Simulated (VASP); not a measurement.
# Ti4O in VASP: further runs

Runs on Ti4O. Level: PBEsol. Tasks: single point.

Everything below comes from runs of VASP 6.6.1. Logs are shortened: lines on timing, memory, paths and dates and some standing lists are left out, and cuts for length are marked.

### 1 The cell of the first run

The cell holds a slab with vacuum, 5 atoms: a = 2.868 Å, b = 2.868 Å, c = 25.084 Å, α = 90.00°, β = 90.00°, γ = 90.00°.

### 2 Single point, PBEsol

Input file INCAR:

```
SYSTEM = Ti4O
ALGO = Normal
DIPOL = 0.5 0.5 0.501
EDIFF = 1E-6
ENCUT = 520
GGA = PS
IDIPOL = 3
ISIF = 2
ISMEAR = 0
LASPH = .TRUE.
LCHARG = .TRUE.
LDIPOL = .TRUE.
LELF = .TRUE.
LREAL = .FALSE.
LVACPOTAV = .TRUE.
LVHAR = .TRUE.
LWAVE = .FALSE.
NBANDS = 35
NELM = 60
PREC = Accurate
SIGMA = 0.1
```

Input file KPOINTS:

```
k-points
0
G
  10 10 1
  0 0 0
```

Input file POSCAR:

```
Ti4O
1.0
    2.8679135958      0.0000000000      0.0000000000
    0.0000000000      2.8679135958      0.0000000000
    0.0000000000      0.0000000000     25.0837634544
Ti O
4 1
Direct
    0.5000000000      0.5000000000      0.3388646212
    0.0000000000      0.0000000000      0.4197105897
    0.5000000000      0.5000000000      0.4999901230
    0.0000000000      0.0000000000      0.5905159477
    0.0000000000      0.0000000000      0.6538469404
```

Potentials or basis: VASP PAW PBE potentials, release 64 (Ti_sv, O).

Command:

```console
> cat potpaw_PBE.64/Ti_sv/POTCAR potpaw_PBE.64/O/POTCAR > POTCAR
> mpirun -np 1 vasp_std > vasp.out
```

OUTCAR:

```text
SYSTEM = Ti4O
   EDIFF = 1E-6
   ENCUT = 520
   GGA = PS
   ISIF = 2
   ISMEAR = 0
   LASPH = .TRUE.
   LREAL = .FALSE.
   NELM = 60
   PREC = Accurate

 ion  position               nearest neighbor table
   1  0.500  0.500  0.339-   2 2.87   2 2.87   2 2.87   2 2.87
   2  0.000  0.000  0.420-   3 2.86   3 2.86   3 2.86   3 2.86   1 2.87   1 2.87   1 2.87   1 2.87

   3  0.500  0.500  0.500-   2 2.86   2 2.86   2 2.86   2 2.86
   4  0.000  0.000  0.591-   5 1.59
   5  0.000  0.000  0.654-   4 1.59

  LATTYP: Found a simple tetragonal cell.
 ALAT       =     2.8679135958
 C/A-ratio  =     8.7463455981

  Lattice vectors:

 A1 = (   2.8679135958,   0.0000000000,   0.0000000000)
 A2 = (   0.0000000000,   2.8679135958,   0.0000000000)
 A3 = (   0.0000000000,   0.0000000000,  25.0837634544)

Analysis of symmetry for initial positions (statically):
=====================================================================
 Subroutine PRICEL returns:
 Original cell was already a primitive cell.

 Routine SETGRP: Setting up the symmetry group for a
 simple tetragonal supercell.

 Subroutine GETGRP returns: Found  8 space group operations
 (whereof  8 operations were pure point group operations)
 out of a pool of 16 trial point group operations.

The static configuration has the point symmetry C_4v.

Analysis of symmetry for dynamics (positions and initial velocities):
=====================================================================
 Subroutine PRICEL returns:
 Original cell was already a primitive cell.

 Routine SETGRP: Setting up the symmetry group for a
 simple tetragonal supercell.

 Subroutine GETGRP returns: Found  8 space group operations
 (whereof  8 operations were pure point group operations)
 out of a pool of 16 trial point group operations.

The dynamic configuration has the point symmetry C_4v.

 Subroutine INISYM returns: Found  8 space group operations
 (whereof  8 operations are pure point group operations),
 and found     1 'primitive' translations

----------------------------------------------------------------------------------------

                                     Primitive cell

  volume of cell :     206.3122

  direct lattice vectors                    reciprocal lattice vectors
     2.867913596  0.000000000  0.000000000     0.348685540  0.000000000  0.000000000
     0.000000000  2.867913596  0.000000000     0.000000000  0.348685540  0.000000000
     0.000000000  0.000000000 25.083763454     0.000000000  0.000000000  0.039866426

  length of vectors
     2.867913596  2.867913596 25.083763454     0.348685540  0.348685540  0.039866426

  position of ions in fractional coordinates (direct lattice)
     0.500000000  0.500000000  0.338864621
     0.000000000  0.000000000  0.419710590
     0.500000000  0.500000000  0.499990123
     0.000000000  0.000000000  0.590515948
     0.000000000  0.000000000  0.653846940

  ion indices of the primitive-cell ions
   primitive index   ion index
                 1           1
                 2           2
                 3           3
                 4           4
                 5           5

----------------------------------------------------------------------------------------

 KPOINTS: k-points

Automatic generation of k-mesh.
 Grid dimensions read from file:
 generate k-points for:   10   10    1

 Generating k-lattice:

  Cartesian coordinates                     Fractional coordinates (reciprocal lattice)
     0.034868554  0.000000000  0.000000000     0.100000000  0.000000000  0.000000000
     0.000000000  0.034868554  0.000000000     0.000000000  0.100000000  0.000000000
     0.000000000  0.000000000  0.039866426     0.000000000  0.000000000  1.000000000

  Length of vectors
     0.034868554  0.034868554  0.039866426

  Shift w.r.t. Gamma in fractional coordinates (k-lattice)
     0.000000000  0.000000000  0.000000000

 Subroutine IBZKPT returns following result:
 ===========================================

 Found     21 irreducible k-points:

 Following reciprocal coordinates:
            Coordinates               Weight
  0.000000  0.000000  0.000000      1.000000
  0.100000  0.000000  0.000000      4.000000
  0.200000  0.000000  0.000000      4.000000
  0.300000  0.000000  0.000000      4.000000
  0.400000  0.000000  0.000000      4.000000
  0.500000  0.000000  0.000000      2.000000
[... 13 lines left out ...]
  0.500000  0.400000  0.000000      4.000000
  0.500000  0.500000  0.000000      1.000000
   k-points           NKPTS =     21   k-points in BZ     NKDIM =     21   number of bands    NBANDS=     35
   number of dos      NEDOS =    301   number of ions     NIONS =      5
   total plane-waves  NPLWV = 110592
   dimension x,y,z NGX =    24 NGY =   24 NGZ =  192
   dimension x,y,z NGXF=    48 NGYF=   48 NGZF=  384
   ions per type =               4   1
   NGX,Y,Z   is equivalent  to a cutoff of  13.91, 13.91, 12.73 a.u.
   NGXF,Y,Z  is equivalent  to a cutoff of  27.82, 27.82, 25.45 a.u.
 SYSTEM =  Ti4O
   PREC   = accura    normal or accurate (medium, high low for compatibility)
   ISTART =      0    job   : 0-new  1-cont  2-samecut
   ICHARG =      2    charge: 1-file 2-atom 10-const
   ISPIN  =      1    spin polarized calculation?
   LNONCOLLINEAR =      F non collinear calculations
   LSORBIT =      F    spin-orbit coupling
   LASPH  =      T    aspherical Exc in radial PAW
   ENCUT  =  520.0 eV  38.22 Ry    6.18 a.u.   5.33  5.33 46.64*2*pi/ulx,y,z
   NELM   =     60;   NELMIN=  2; NELMDL= -5     # of ELM steps
   EDIFF  = 0.1E-05   stopping-criterion for ELM
   LREAL  =      F    real-space projection
   EDIFFG = 0.1E-04   stopping-criterion for IOM
   NSW    =      0    number of steps for IOM
   IBRION =     -1    ionic relax: 0-MD 1-quasi-New 2-CG
   NFREE  =      0    steps in history (QN), initial steepest desc. (CG)
   ISIF   =      2    stress and relaxation
   ISYM   =      2    0-nonsym 1-usesym 2-fastsym
   POTIM  = 0.5000    time-step for ionic-motion
   TEBEG  =    0.0;   TEEND  =   0.0 temperature during run
   PSTRESS=    0.0 pullay stress
   NELECT =      54.0000    total number of electrons
   NUPDOWN=      -1.0000    fix difference up-down
   EMIN   =  10.00;   EMAX   =-10.00  energy-range for DOS
   EFERMI =   0.00;   METHOD = LEGACY
   ISMEAR =     0;   SIGMA  =   0.10  broadening in eV -4-tet -1-fermi 0-gaus
   EFERMI_NEDOS =   21; number of points for ismear=-14 and -15
   IALGO  =     38    algorithm
   IMIX   =      4    mixing-type and parameters
     AMIX     =   0.40;   BMIX     =  1.00
     AMIX_MAG =   1.60;   BMIX_MAG =  1.00
  volume/ion in A,a.u.               =      41.26       278.45
  Fermi-wavevector in a.u.,A,eV,Ry     =   1.047204  1.978928 14.920631  1.096635
  Thomas-Fermi vector in A             =   2.182074
   LORBIT       =      0    0 simple, 1 ext, 2 COOP (PROOUT), +10 PAW based schemes
   GGA     = PS    functional components
   LHFCALC =     F    Hartree Fock is set to
   AEXX    =    0.0000 exact exchange contribution
   IVDW    =     0    specifies the selected vdW correction
   LEPSILON=     F    determine dielectric tensor
   LRPA    =     F    only Hartree local field effects (RPA)
 non-spin polarized calculation
 Gauss-broadening in eV      SIGMA  =   0.10
  energy-cutoff  :      520.00
  volume of cell :      206.31
 maximum number of plane-waves:      5597
 NGX is ok and might be reduce to    24
   NGX = 11   NGY = 11   NGZ = 93

 dipolmoment           0.000000      0.000000     -0.031101 electrons x Angstroem

 number of electron      54.0000009 magnetization

 dipolmoment           0.000000      0.000000      0.206649 electrons x Angstroem

 Free energy of the ion-electron system (eV)
  ---------------------------------------------------
  ext. energy  EPLUGINS =         0.00000000
  ---------------------------------------------------
  free energy    TOTEN  =       -38.98409153 eV

  energy without entropy =      -38.93067538  energy(sigma->0) =      -38.95738346

 E-fermi :  -1.1938     XC(G=0):  -5.0756

 val. band max:       -1.1981533694   @ k =   0.1000   0.1000   0.0000
 cond. band min:      -1.1846404038   @ k =   0.2000   0.2000   0.0000
 fundamental gap:      0.0135129656
 Fermi energy:        -1.1938179792

 k-point     1 :       0.0000    0.0000    0.0000
  band No.  band energies     occupation
      1     -57.7746      2.00000
      2     -57.6061      2.00000
      3     -57.4817      2.00000
      4     -57.1374      2.00000
      5     -34.2906      2.00000
      6     -34.0772      2.00000
[... 27 lines left out ...]
     34       0.8769      0.00000
     35       0.9290      0.00000

 k-point     2 :       0.1000    0.0000    0.0000
  band No.  band energies     occupation
      1     -57.7691      2.00000
      2     -57.5997      2.00000
      3     -57.4795      2.00000
      4     -57.1328      2.00000
      5     -34.2818      2.00000
      6     -34.0792      2.00000
[... 27 lines left out ...]
     34       0.7752      0.00000
     35       1.0889      0.00000

 k-point     3 :       0.2000    0.0000    0.0000
  band No.  band energies     occupation
      1     -57.7547      2.00000
      2     -57.5826      2.00000
      3     -57.4741      2.00000
      4     -57.1208      2.00000
      5     -34.2635      2.00000
      6     -34.1061      2.00000
[... 27 lines left out ...]
     34       0.5127      0.00000
     35       1.2076      0.00000

 k-point     4 :       0.3000    0.0000    0.0000
  band No.  band energies     occupation
      1     -57.7369      2.00000
      2     -57.5600      2.00000
      3     -57.4687      2.00000
      4     -57.1059      2.00000
      5     -34.2614      2.00000
      6     -34.1977      2.00000
[... 27 lines left out ...]
     34       0.6180      0.00000
     35       0.9185      0.00000

 k-point     5 :       0.4000    0.0000    0.0000
  band No.  band energies     occupation
      1     -57.7224      2.00000
      2     -57.5400      2.00000
      3     -57.4660      2.00000
      4     -57.0938      2.00000
      5     -34.2948      2.00000
      6     -34.2836      2.00000
[... 524 lines left out ...]
 k-point    19 :       0.4000    0.4000    0.0000
  band No.  band energies     occupation
      1     -57.6789      2.00000
      2     -57.4936      2.00000
      3     -57.4265      2.00000
      4     -57.0504      2.00000
      5     -34.2436      2.00000
      6     -34.2384      2.00000
[... 27 lines left out ...]
     34       1.6622      0.00000
     35       1.8052      0.00000

 k-point    20 :       0.5000    0.4000    0.0000
  band No.  band energies     occupation
      1     -57.6743      2.00000
      2     -57.4887      2.00000
      3     -57.4223      2.00000
      4     -57.0458      2.00000
      5     -34.2694      2.00000
      6     -34.2508      2.00000
[... 27 lines left out ...]
     34       1.7905      0.00000
     35       1.8170      0.00000

 k-point    21 :       0.5000    0.5000    0.0000
  band No.  band energies     occupation
      1     -57.6698      2.00000
      2     -57.4841      2.00000
      3     -57.4177      2.00000
      4     -57.0412      2.00000
      5     -34.2758      2.00000
      6     -34.2758      2.00000
[... 27 lines left out ...]
     34       1.9459      0.00000
     35       1.9459      0.00000

------------------------ aborting loop because EDIFF is reached ----------------------------------------

  FORCE on cell =-STRESS in cart. coord.  units (eV):
  Direction    XX          YY          ZZ          XY          YZ          ZX
  --------------------------------------------------------------------------------------
  -------------------------------------------------------------------------------------
  Total       -0.1708452     -0.1708452     -0.5919923      0.0000000      0.0000000     -0.0000000
  in kB       -1.3267485     -1.3267485     -4.5972889      0.0000000      0.0000000     -0.0000000
  external PRESSURE =      -2.4169286 kB  Pullay stress =       0.0000000 kB

 VOLUME and BASIS-vectors are now :
 -----------------------------------------------------------------------------
  energy-cutoff  :      520.00
  volume of cell :      206.31
      direct lattice vectors                 reciprocal lattice vectors
     2.867913596  0.000000000  0.000000000     0.348685540  0.000000000  0.000000000
     0.000000000  2.867913596  0.000000000     0.000000000  0.348685540  0.000000000
     0.000000000  0.000000000 25.083763454     0.000000000  0.000000000  0.039866426

 POSITION                                       TOTAL-FORCE (eV/Angst)
 -----------------------------------------------------------------------------------
      1.43396      1.43396      8.50000         0.000000      0.000000      0.665803
      0.00000      0.00000     10.52792        -0.000000     -0.000000     -0.646898
      1.43396      1.43396     12.54163        -0.000000     -0.000000     -0.001621
      0.00000      0.00000     14.81236        -0.000000     -0.000000     -0.556982
      0.00000      0.00000     16.40094        -0.000000     -0.000000      0.539699
 -----------------------------------------------------------------------------------
    total drift:                                0.000000     -0.000000      0.000157

  FREE ENERGIE OF THE ION-ELECTRON SYSTEM (eV)
  ---------------------------------------------------
  free  energy   TOTEN  =       -38.9840915270 eV

  energy  without entropy=      -38.9306753837  energy(sigma->0) =      -38.95738346

 vacuum level on the upper side and lower side of the slab         7.375         2.828
```

It took 4.5 min on 1 thread of Intel Xeon 8259CL, shared host; peak memory 0.36 GiB.

Results:

| Quantity | Value |
| --- | --- |
| Free energy | -38.9841 eV |
| Largest force | 0.666 eV/Å |
| Band gap on the k mesh | zero (bands 27 and 28 overlap by 0.49 eV) |

Forces on the atoms (eV/Å):
```
Ti   0.000  0.000  0.666
Ti   0.000  0.000 -0.647
Ti   0.000  0.000 -0.002
Ti   0.000  0.000 -0.557
O    0.000  0.000  0.540
```

Levels at points of the mesh, in eV from the Fermi level:
```
           k point  band 23  band 24  band 25  band 26  band 27  band 28  band 29  band 30  band 31  band 32
(0.00, 0.00, 0.00)    -1.57    -1.57    -1.52    -0.79    -0.12    -0.02     0.53     1.22     1.22     1.61
(0.50, 0.00, 0.00)    -1.36    -1.21    -0.23     0.02     0.19     0.32     0.55     0.73     1.07     1.10
(0.50, 0.50, 0.00)    -1.39    -1.39    -1.37    -1.27    -0.30    -0.30     1.28     1.28     2.15     3.08
```

Caveat: the PAW data sets were made with another functional, which shifts forces and pressure a little.

### 3 Single point, PBEsol

Input file INCAR:

```
ALGO = Normal ; DIPOL = 0.5 0.5 0.488
EDIFF = 1E-6 ; ENCUT = 520
GGA = PS ; IDIPOL = 3
ISIF = 2 ; ISMEAR = 0
LASPH = True ; LCHARG = True
LDIPOL = True ; LELF = True
LREAL = False ; LVACPOTAV = True
LVHAR = True ; LWAVE = False
NBANDS = 35 ; NELM = 80
PREC = Accurate ; SIGMA = 0.1
```

Input file KPOINTS:

```
k-points
0
Gamma
  10 10 1
```

Input file POSCAR:

```
Ti4O
1.0
    2.8679135958      0.0000000000      0.0000000000
    0.0000000000      2.8679135958      0.0000000000
    0.0000000000      0.0000000000     25.0837634544
Ti O
4 1
Direct
    0.5000000000      0.5000000000      0.3388646212
    0.0000000000      0.0000000000      0.4197105897
    0.5000000000      0.5000000000      0.5032678237
    0.0000000000      0.0000000000      0.5816725898
    0.5000000000      0.5000000000      0.5962305537
```

Potentials or basis: VASP PAW PBE potentials, release 64 (Ti_sv, O).

Command:

```console
> cat potpaw_PBE.64/Ti_sv/POTCAR potpaw_PBE.64/O/POTCAR > POTCAR
> mpirun -np 1 vasp_std > vasp.out
```

OUTCAR:

```text
EDIFF = 1E-6
   ENCUT = 520
   GGA = PS
   ISIF = 2
   ISMEAR = 0
   LASPH = True
   LREAL = False
   NELM = 80
   PREC = Accurate

 ion  position               nearest neighbor table
   1  0.500  0.500  0.339-   2 2.87   2 2.87   2 2.87   2 2.87
   2  0.000  0.000  0.420-   1 2.87   1 2.87   1 2.87   1 2.87   3 2.92   3 2.92   3 2.92   3 2.92

   3  0.500  0.500  0.503-   5 2.33   4 2.82   4 2.82   4 2.82   4 2.82   2 2.92   2 2.92   2 2.92
                             2 2.92
   4  0.000  0.000  0.582-   5 2.06   5 2.06   5 2.06   5 2.06   3 2.82   3 2.82   3 2.82   3 2.82

   5  0.500  0.500  0.596-   4 2.06   4 2.06   4 2.06   4 2.06   3 2.33

  LATTYP: Found a simple tetragonal cell.
 ALAT       =     2.8679135958
 C/A-ratio  =     8.7463455981

  Lattice vectors:

 A1 = (   2.8679135958,   0.0000000000,   0.0000000000)
 A2 = (   0.0000000000,   2.8679135958,   0.0000000000)
 A3 = (   0.0000000000,   0.0000000000,  25.0837634544)

Analysis of symmetry for initial positions (statically):
=====================================================================
 Subroutine PRICEL returns:
 Original cell was already a primitive cell.

 Routine SETGRP: Setting up the symmetry group for a
 simple tetragonal supercell.

[... 178 lines left out ...]
 Fermi energy:         1.0305572622

 k-point     1 :       0.0000    0.0000    0.0000
  band No.  band energies     occupation
      1     -56.3339      2.00000
      2     -55.6071      2.00000
      3     -55.3846      2.00000
      4     -55.2774      2.00000
      5     -32.6703      2.00000
      6     -32.5781      2.00000
[... 787 lines left out ...]
     34       3.9712      0.00000
     35       3.9784      0.00000

------------------------ aborting loop because EDIFF is reached ----------------------------------------

  FORCE on cell =-STRESS in cart. coord.  units (eV):
  Direction    XX          YY          ZZ          XY          YZ          ZX
  --------------------------------------------------------------------------------------
  -------------------------------------------------------------------------------------
  Total       -3.2325272     -3.2325272     -1.4428295      0.0000000     -0.0000000      0.0000000
  in kB      -25.1031345    -25.1031345    -11.2047140      0.0000000     -0.0000000      0.0000000
  external PRESSURE =     -20.4703277 kB  Pullay stress =       0.0000000 kB

 VOLUME and BASIS-vectors are now :
 -----------------------------------------------------------------------------
  energy-cutoff  :      520.00
  volume of cell :      206.31
      direct lattice vectors                 reciprocal lattice vectors
     2.867913596  0.000000000  0.000000000     0.348685540  0.000000000  0.000000000
     0.000000000  2.867913596  0.000000000     0.000000000  0.348685540  0.000000000
     0.000000000  0.000000000 25.083763454     0.000000000  0.000000000  0.039866426

 POSITION                                       TOTAL-FORCE (eV/Angst)
 -----------------------------------------------------------------------------------
      1.43396      1.43396      8.50000         0.000000      0.000000      0.682139
      0.00000      0.00000     10.52792         0.000000     -0.000000     -0.670618
      1.43396      1.43396     12.62385        -0.000000     -0.000000     -0.014491
      0.00000      0.00000     14.59054         0.000000     -0.000000     -0.010622
      1.43396      1.43396     14.95571         0.000000      0.000000      0.013592
 -----------------------------------------------------------------------------------
    total drift:                                0.000000     -0.000000      0.001420

  FREE ENERGIE OF THE ION-ELECTRON SYSTEM (eV)
  ---------------------------------------------------
  free  energy   TOTEN  =       -42.4996856497 eV

  energy  without entropy=      -42.4628955661  energy(sigma->0) =      -42.48129061

 vacuum level on the upper side and lower side of the slab         3.420         5.293
```

It took 4.6 min on 1 thread of Intel Xeon 8259CL, shared host; peak memory 0.36 GiB.

Results:

```
Free energy            : -42.4997 eV
Largest force          : 0.682 eV/Å
Band gap on the k mesh : zero (bands 27 and 28 overlap by 0.31 eV)
```

Forces on the atoms (eV/Å):
```
Ti   0.000  0.000  0.682
Ti   0.000  0.000 -0.671
Ti   0.000  0.000 -0.014
Ti   0.000  0.000 -0.011
O    0.000  0.000  0.014
```

Caveat: the PAW data sets were made with another functional, which shifts forces and pressure a little.
